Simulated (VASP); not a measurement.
# GaAs (F-43m) in VASP: notebook

Aim: see how the results for GaAs move with the level of theory and the settings. Levels: B3LYP5, r2SCANh+D4, b88 exchange, pbe correlation, PBE. Tasks: single point.

Everything below comes from runs of VASP 6.6.1. Logs are shortened: lines on timing, memory, paths and dates and some standing lists are left out, and cuts for length are marked.

## (1) The cell of the first run

The structure is cubic, space group F-43m (No. 216). The conventional cell has a = 5.654 Å, b = 5.654 Å, c = 5.654 Å, α = 90.00°, β = 90.00°, γ = 90.00°. Within 3.2 Å of As (site symmetry -43m) lie 4 Ga at 2.45 Å. Within 3.2 Å of Ga (site symmetry -43m) lie 4 As at 2.45 Å.

## (2) Single point, B3LYP5

POSCAR reads:

```
GaAs
1.0
    0.0000000000      2.8268500000      2.8268500000
    2.8268500000      0.0000000000      2.8268500000
    2.8268500000      2.8268500000      0.0000000000
As Ga
1 1
Direct
    0.7500000000      0.7500000000      0.7500000000
    0.0000000000      0.0000000000      0.0000000000
```

INCAR.step1 reads:

```
PREC     = Accurate       # precision mode
ENCUT    = 400            # plane-wave cutoff, eV
EDIFF    = 1E-5           # SCF threshold, eV
ISMEAR   = 0              # smearing method
SIGMA    = 0.01           # smearing width, eV
LREAL    = F              # projectors in reciprocal space
LASPH    = T              # aspherical terms in the spheres
NELM     = 120            # most SCF steps
ALGO     = Normal         # electronic algorithm
ISIF     = 2              # what is computed and relaxed
LWAVE    = T              # write WAVECAR
LCHARG   = F              # write CHGCAR
GGA      = PE             # functional
NBANDS   = 16             # bands
GGA_COMPAT= F
```

INCAR.step2 reads:

```
PREC     = Accurate       # precision mode
ENCUT    = 400            # plane-wave cutoff, eV
EDIFF    = 1E-6           # SCF threshold, eV
ISMEAR   = 0              # smearing method
SIGMA    = 0.01           # smearing width, eV
LREAL    = F              # projectors in reciprocal space
LASPH    = T              # aspherical terms in the spheres
NELM     = 120            # most SCF steps
ALGO     = Normal         # electronic algorithm
ISIF     = 2              # what is computed and relaxed
LWAVE    = F              # write WAVECAR
LCHARG   = F              # write CHGCAR
GGA      = B5             # functional
LHFCALC  = T              # exact exchange
AEXX     = 0.2            # exact-exchange fraction
AGGAX    = 0.72         
AGGAC    = 0.81         
ALDAC    = 0.19         
PRECFOCK = Normal       
ISTART   = 1            
NBANDS   = 16             # bands
GGA_COMPAT= F
```

KPOINTS reads:

```
Automatic mesh
0
Gamma
  5 5 5
```

Potentials or basis: VASP PAW PBE potentials, release 64 (As, Ga_d).

Launch:

```console
cat potpaw_PBE.64/As/POTCAR potpaw_PBE.64/Ga_d/POTCAR > POTCAR
cp INCAR.step1 INCAR
mpirun -np 1 vasp_std > vasp.out
cp INCAR.step2 INCAR
mpirun -np 1 vasp_std > vasp.out
```

OUTCAR:

```text
PREC = Accurate
   ENCUT = 400
   EDIFF = 1E-6
   ISMEAR = 0
   LREAL = F
   LASPH = T
   NELM = 120
   ISIF = 2
   GGA = B5
   LHFCALC = T
   AEXX = 0.2
   PRECFOCK = Normal
   ISTART = 1

 ion  position               nearest neighbor table
   1  0.750  0.750  0.750-   2 2.45   2 2.45   2 2.45   2 2.45
   2  0.000  0.000  0.000-   1 2.45   1 2.45   1 2.45   1 2.45

  LATTYP: Found a face centered cubic cell.
 ALAT       =     5.6537000000

  Lattice vectors:

 A1 = (   0.0000000000,   2.8268500000,   2.8268500000)
 A2 = (   2.8268500000,   0.0000000000,   2.8268500000)
 A3 = (   2.8268500000,   2.8268500000,   0.0000000000)

Analysis of symmetry for initial positions (statically):
=====================================================================
 Subroutine PRICEL returns:
 Original cell was already a primitive cell.

 Routine SETGRP: Setting up the symmetry group for a
 face centered cubic supercell.

 Subroutine GETGRP returns: Found 24 space group operations
 (whereof 24 operations were pure point group operations)
 out of a pool of 48 trial point group operations.

The static configuration has the point symmetry T_d .

Analysis of symmetry for dynamics (positions and initial velocities):
=====================================================================
 Subroutine PRICEL returns:
 Original cell was already a primitive cell.

 Routine SETGRP: Setting up the symmetry group for a
 face centered cubic supercell.

 Subroutine GETGRP returns: Found 24 space group operations
 (whereof 24 operations were pure point group operations)
 out of a pool of 48 trial point group operations.

The dynamic configuration has the point symmetry T_d .

 Subroutine INISYM returns: Found 24 space group operations
 (whereof 24 operations are pure point group operations),
 and found     1 'primitive' translations

----------------------------------------------------------------------------------------

                                     Primitive cell

  volume of cell :      45.1792

  direct lattice vectors                    reciprocal lattice vectors
     0.000000000  2.826850000  2.826850000    -0.176875321  0.176875321  0.176875321
     2.826850000  0.000000000  2.826850000     0.176875321 -0.176875321  0.176875321
     2.826850000  2.826850000  0.000000000     0.176875321  0.176875321 -0.176875321

  length of vectors
     3.997769609  3.997769609  3.997769609     0.306357042  0.306357042  0.306357042

  position of ions in fractional coordinates (direct lattice)
     0.750000000  0.750000000  0.750000000
     0.000000000  0.000000000  0.000000000

  ion indices of the primitive-cell ions
   primitive index   ion index
                 1           1
                 2           2

----------------------------------------------------------------------------------------

 KPOINTS: Automatic mesh

Automatic generation of k-mesh.
 Grid dimensions read from file:
 generate k-points for:    5    5    5

 Generating k-lattice:

  Cartesian coordinates                     Fractional coordinates (reciprocal lattice)
    -0.035375064  0.035375064  0.035375064     0.200000000  0.000000000  0.000000000
     0.035375064 -0.035375064  0.035375064     0.000000000  0.200000000  0.000000000
     0.035375064  0.035375064 -0.035375064     0.000000000  0.000000000  0.200000000

  Length of vectors
     0.061271408  0.061271408  0.061271408

  Shift w.r.t. Gamma in fractional coordinates (k-lattice)
     0.000000000  0.000000000  0.000000000

 Subroutine IBZKPT returns following result:
 ===========================================

 Found     10 irreducible k-points:

 Following reciprocal coordinates:
            Coordinates               Weight
  0.000000  0.000000  0.000000      1.000000
  0.200000  0.000000  0.000000      8.000000
  0.400000  0.000000  0.000000      8.000000
  0.200000  0.200000  0.000000      6.000000
  0.400000  0.200000  0.000000     24.000000
 -0.400000  0.200000  0.000000     24.000000
 -0.200000  0.200000  0.000000     12.000000
  0.400000  0.400000  0.000000      6.000000
 -0.400000  0.400000  0.000000     12.000000
 -0.400000  0.400000  0.200000     24.000000
   k-points           NKPTS =     10   k-points in BZ     NKDIM =    125   number of bands    NBANDS=     16
   number of dos      NEDOS =    301   number of ions     NIONS =      2
   total plane-waves  NPLWV =  21952
   dimension x,y,z NGX =    28 NGY =   28 NGZ =   28
   dimension x,y,z NGXF=    56 NGYF=   56 NGZF=   56
   ions per type =               1   1
   NGX,Y,Z   is equivalent  to a cutoff of  11.64, 11.64, 11.64 a.u.
   NGXF,Y,Z  is equivalent  to a cutoff of  23.29, 23.29, 23.29 a.u.
 SYSTEM =  unknown system
   PREC   = accura    normal or accurate (medium, high low for compatibility)
   ISTART =      1    job   : 0-new  1-cont  2-samecut
   ICHARG =      0    charge: 1-file 2-atom 10-const
   ISPIN  =      1    spin polarized calculation?
   LNONCOLLINEAR =      F non collinear calculations
   LSORBIT =      F    spin-orbit coupling
   LASPH  =      T    aspherical Exc in radial PAW
   ENCUT  =  400.0 eV  29.40 Ry    5.42 a.u.   6.52  6.52  6.52*2*pi/ulx,y,z
   NELM   =    120;   NELMIN=  2; NELMDL=  0     # of ELM steps
   EDIFF  = 0.1E-05   stopping-criterion for ELM
   LREAL  =      F    real-space projection
   EDIFFG = 0.1E-04   stopping-criterion for IOM
   NSW    =      0    number of steps for IOM
   IBRION =     -1    ionic relax: 0-MD 1-quasi-New 2-CG
   NFREE  =      0    steps in history (QN), initial steepest desc. (CG)
   ISIF   =      2    stress and relaxation
   ISYM   =      3    0-nonsym 1-usesym 2-fastsym
   POTIM  = 0.5000    time-step for ionic-motion
   TEBEG  =    0.0;   TEEND  =   0.0 temperature during run
   PSTRESS=    0.0 pullay stress
   NELECT =      18.0000    total number of electrons
   NUPDOWN=      -1.0000    fix difference up-down
   EMIN   =  10.00;   EMAX   =-10.00  energy-range for DOS
   EFERMI =   0.00;   METHOD = LEGACY
   ISMEAR =     0;   SIGMA  =   0.01  broadening in eV -4-tet -1-fermi 0-gaus
   EFERMI_NEDOS =   21; number of points for ismear=-14 and -15
   IALGO  =     38    algorithm
   IMIX   =      1    mixing-type and parameters
     AMIX     =   0.40;   BMIX     =  1.00
     AMIX_MAG =   1.60;   BMIX_MAG =  1.00
  volume/ion in A,a.u.               =      22.59       152.44
  Fermi-wavevector in a.u.,A,eV,Ry     =   1.204628  2.276417 19.743799  1.451128
  Thomas-Fermi vector in A             =   2.340347
   LORBIT       =      0    0 simple, 1 ext, 2 COOP (PROOUT), +10 PAW based schemes
   GGA     = B5    functional components
   LHFCALC =     T    Hartree Fock is set to
   PRECFOCK=normal    Normal, Fast or Accurate (Low or Medium for compatibility)
   ENCUT4O =  -1.0   cutoff for four orbital integrals eV
   NKREDX  =     1    reduce k-point grid by
   NKREDY  =     1    reduce k-point grid by
   NKREDZ  =     1    reduce k-point grid by
   AEXX    =    0.2000 exact exchange contribution
   HFSCREEN=    0.0000 screening length (either q_TF or 0.3 A-1)
   HFSCREENC=   0.0000 screening length for correlation (either q_TF or 0.3 A-1)
   ENCUTFOCK=  -1.0 apply spherical cutoff to Coloumb kernel
   IVDW    =     0    specifies the selected vdW correction
   LEPSILON=     F    determine dielectric tensor
   LRPA    =     F    only Hartree local field effects (RPA)
 non-spin polarized calculation
 Gauss-broadening in eV      SIGMA  =   0.01
  energy-cutoff  :      400.00
  volume of cell :       45.18
 maximum number of plane-waves:       869
 NGX is ok and might be reduce to    28
  NGX = 20; NGY = 20; NGZ = 20

 number of electron      17.9999985 magnetization

 Free energy of the ion-electron system (eV)
  ---------------------------------------------------
  ext. energy  EPLUGINS =         0.00000000
  ---------------------------------------------------
  free energy    TOTEN  =        -9.00566401 eV

  energy without entropy =       -9.00566401  energy(sigma->0) =       -9.00566401

 E-fermi :   3.6934     XC(G=0):  -7.5209

 val. band max:        3.6402537105   @ k =   0.0000   0.0000   0.0000
 cond. band min:       5.2711587057   @ k =   0.0000   0.0000   0.0000
 fundamental gap:      1.6309049952
 Fermi energy:         3.6933850350

 k-point     1 :       0.0000    0.0000    0.0000
  band No.  band energies     occupation
      1     -13.3638      2.00000
      2     -13.3638      2.00000
      3     -13.3638      2.00000
      4     -13.2832      2.00000
      5     -13.2832      2.00000
      6     -10.1557      2.00000
[... 8 lines left out ...]
     15      15.2798      0.00000
     16      15.2798      0.00000

 k-point     2 :       0.2000    0.0000    0.0000
  band No.  band energies     occupation
      1     -13.3840      2.00000
      2     -13.3562      2.00000
      3     -13.3562      2.00000
      4     -13.2831      2.00000
      5     -13.2831      2.00000
      6      -9.6777      2.00000
[... 8 lines left out ...]
     15      14.0842      0.00000
     16      14.2692      0.00000

 k-point     3 :       0.4000    0.0000    0.0000
  band No.  band energies     occupation
      1     -13.4147      2.00000
      2     -13.3465      2.00000
      3     -13.3465      2.00000
      4     -13.2811      2.00000
      5     -13.2811      2.00000
      6      -8.5713      2.00000
[... 8 lines left out ...]
     15      15.7577      0.00000
     16      15.7577      0.00000

 k-point     4 :       0.2000    0.2000    0.0000
  band No.  band energies     occupation
      1     -13.3974      2.00000
      2     -13.3486      2.00000
      3     -13.3486      2.00000
      4     -13.2895      2.00000
      5     -13.2793      2.00000
      6      -9.5153      2.00000
[... 8 lines left out ...]
     15      15.5849      0.00000
     16      15.9522      0.00000
[... 58 lines left out ...]
 k-point     8 :       0.4000    0.4000    0.0000
  band No.  band energies     occupation
      1     -13.4434      2.00000
      2     -13.3232      2.00000
      3     -13.3232      2.00000
      4     -13.3025      2.00000
      5     -13.2728      2.00000
      6      -7.9460      2.00000
[... 8 lines left out ...]
     15      17.8561      0.00000
     16      19.0635      0.00000

 k-point     9 :      -0.4000    0.4000    0.0000
  band No.  band energies     occupation
      1     -13.4427      2.00000
      2     -13.3271      2.00000
      3     -13.3228      2.00000
      4     -13.2984      2.00000
      5     -13.2755      2.00000
      6      -7.4930      2.00000
[... 8 lines left out ...]
     15      16.3120      0.00000
     16      19.2539      0.00000

 k-point    10 :      -0.4000    0.4000    0.2000
  band No.  band energies     occupation
      1     -13.4343      2.00000
      2     -13.3362      2.00000
      3     -13.3258      2.00000
      4     -13.2931      2.00000
      5     -13.2787      2.00000
      6      -7.7311      2.00000
[... 8 lines left out ...]
     15      16.4527      0.00000
     16      19.2708      0.00000

------------------------ aborting loop because EDIFF is reached ----------------------------------------

  FORCE on cell =-STRESS in cart. coord.  units (eV):
  Direction    XX          YY          ZZ          XY          YZ          ZX
  --------------------------------------------------------------------------------------
  -------------------------------------------------------------------------------------
  Total        1.1776695      1.1776695      1.1776695     -0.0000000      0.0000000     -0.0000000
  in kB       41.7633862     41.7633862     41.7633862     -0.0000000      0.0000000     -0.0000000
  external PRESSURE =      41.7633862 kB  Pullay stress =       0.0000000 kB

 VOLUME and BASIS-vectors are now :
 -----------------------------------------------------------------------------
  energy-cutoff  :      400.00
  volume of cell :       45.18
      direct lattice vectors                 reciprocal lattice vectors
     0.000000000  2.826850000  2.826850000    -0.176875321  0.176875321  0.176875321
     2.826850000  0.000000000  2.826850000     0.176875321 -0.176875321  0.176875321
     2.826850000  2.826850000  0.000000000     0.176875321  0.176875321 -0.176875321

 POSITION                                       TOTAL-FORCE (eV/Angst)
 -----------------------------------------------------------------------------------
      4.24027      4.24027      4.24027         0.000000      0.000000      0.000000
      0.00000      0.00000      0.00000        -0.000000     -0.000000     -0.000000
 -----------------------------------------------------------------------------------
    total drift:                               -0.000025     -0.000018     -0.000013

  FREE ENERGIE OF THE ION-ELECTRON SYSTEM (eV)
  ---------------------------------------------------
  free  energy   TOTEN  =        -9.0056640111 eV

  energy  without entropy=       -9.0056640111  energy(sigma->0) =       -9.00566401
```

Wall time 8.3 min (1 thread of AMD EPYC 7R13 (Zen 3), shared host); peak memory 0.13 GiB.

Results:

```yaml
Free_energy: -9.0057 eV
Pressure: 4.2 GPa
Band_gap_on_the_k_mesh: 1.63 eV
```

Caveat: the cell stands under pressure; the PAW data sets were made with another functional, which shifts forces and pressure a little.

(Part 1 of 3 ends here.)
